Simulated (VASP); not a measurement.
Runs of VASP 6.6.1 on GaN. The structure is that of space group P6_3mc (No. 186), or close to it. The cells are those of the table. 

| task | cell | k mesh | cutoff (eV) | smearing | gap on the mesh (eV) | pressure (GPa) | largest force (eV/Å) |
| --- | --- | --- | --- | --- | --- | --- | --- |
| single point | a = 3.183, b = 3.183, c = 5.184 Å, angles 90.0, 90.0, 120.0°, 4 atoms | 12 × 12 × 6 | 520 | gaussian 0.05 eV | 2.34 | 1.1 | 0.01 |
| single point | a = 3.183, b = 3.183, c = 5.184 Å, angles 90.0, 90.0, 120.0°, 4 atoms | 12 × 12 × 6 | 520 | gaussian 0.02 eV | 2.34 | 1.1 | 0.01 |
| single point | a = 3.215, b = 3.215, c = 5.235 Å, angles 90.0, 90.0, 120.0°, 4 atoms | 12 × 12 × 6 | 520 | gaussian 0.02 eV | 2.14 | -4.4 | - |
| single point | a = 3.246, b = 3.246, c = 5.285 Å, angles 90.0, 90.0, 120.0°, 4 atoms | 12 × 12 × 6 | 520 | gaussian 0.02 eV | 1.94 | (d) | - |
| single point | a = 3.118, b = 3.118, c = 5.078 Å, angles 90.0, 90.0, 120.0°, 4 atoms | 12 × 12 × 6 | 520 | gaussian 0.02 eV | (c) | 15.2 | 0.01 |
| relaxation of shape and atoms at fixed volume | relaxed from a = 3.084, b = 3.084, c = 5.023 Å, angles 90.0, 90.0, 120.0°, 4 atoms | 12 × 12 × 6 | 600 | gaussian 0.02 eV | 3.00 | 24.2 | - |
| single point | a = 3.180, b = 3.180, c = 5.166 Å, angles 90.0, 90.0, 120.0°, 4 atoms | 6 × 6 × 4 | 520 | gaussian 0.1 eV | (b) | (a) | 0.14 |
| single point | a = 3.151, b = 3.151, c = 5.131 Å, angles 90.0, 90.0, 120.0°, 4 atoms | 12 × 12 × 6 | 520 | gaussian 0.02 eV | 2.56 | 7.6 | 0.01 |

Alike in all rows: level r2SCAN; potentials or basis VASP PAW PBE potentials, release 64 (Ga_d, N); no spin polarisation.

Fill in the values left out.

(a) 2.2; (b) 2.38; (c) 2.77; (d) -9.2.

Caveats: the PAW data sets were made with another functional, which shifts forces and pressure a little.

A k mesh can miss the band edges, and the runs leave out spin-orbit coupling on Ga.
